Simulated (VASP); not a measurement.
Input of a VASP 6.6.1 run:

The input POSCAR:

```
PbS
1.0
    0.0000000000      2.9878971792      2.9878971792
    2.9878971792      0.0000000000      2.9878971792
    2.9878971792      2.9878971792      0.0000000000
Pb S
1 1
Direct
    0.0000000000      0.0000000000      0.0000000000
    0.5000000000      0.5000000000      0.5000000000
```

INCAR.step1

```
ALGO     = Normal         # electronic algorithm
EDIFF    = 1E-4           # SCF threshold, eV
ENCUT    = 520            # plane-wave cutoff, eV
GGA      = PE             # functional
ISMEAR   = -1             # smearing method
LASPH    = True           # aspherical terms in the spheres
LCHARG   = False          # write CHGCAR
LREAL    = False          # projectors in reciprocal space
LWAVE    = True           # write WAVECAR
NBANDS   = 17             # bands
NELM     = 100            # most SCF steps
PREC     = Accurate       # precision mode
SIGMA    = 0.02           # smearing width, eV
```

INCAR.step2

```
ALGO     = Normal         # electronic algorithm
EDIFF    = 1E-7           # SCF threshold, eV
ENCUT    = 520            # plane-wave cutoff, eV
ISIF     = 2              # what is computed and relaxed
ISMEAR   = -1             # smearing method
ISTART   = 1            
LASPH    = True           # aspherical terms in the spheres
LCHARG   = False          # write CHGCAR
LMIXTAU  = True         
LREAL    = False          # projectors in reciprocal space
LWAVE    = False          # write WAVECAR
METAGGA  = R2SCAN         # meta-GGA
NBANDS   = 17             # bands
NELM     = 100            # most SCF steps
PREC     = Accurate       # precision mode
SIGMA    = 0.02           # smearing width, eV
```

KPOINTS

```
k-points
0
Gamma
  8 8 8
```

Potentials or basis: VASP PAW PBE potentials, release 64 (Pb_d, S).

Run with:

```sh
$ cat potpaw_PBE.64/Pb_d/POTCAR potpaw_PBE.64/S/POTCAR > POTCAR
$ cp INCAR.step1 INCAR
$ mpirun -np 1 vasp_std > vasp.out
$ cp INCAR.step2 INCAR
$ mpirun -np 1 vasp_std > vasp.out
```

Q: Predict the pressure.

A: -0.1 GPa.

Q: Predict the band gap on the k mesh.

A: 0.70 eV, direct.

Caveat: the PAW data sets were made with another functional, which shifts forces and pressure a little; spin-orbit coupling is left out, which moves the levels of the heavy elements. A k mesh can miss the band edges.
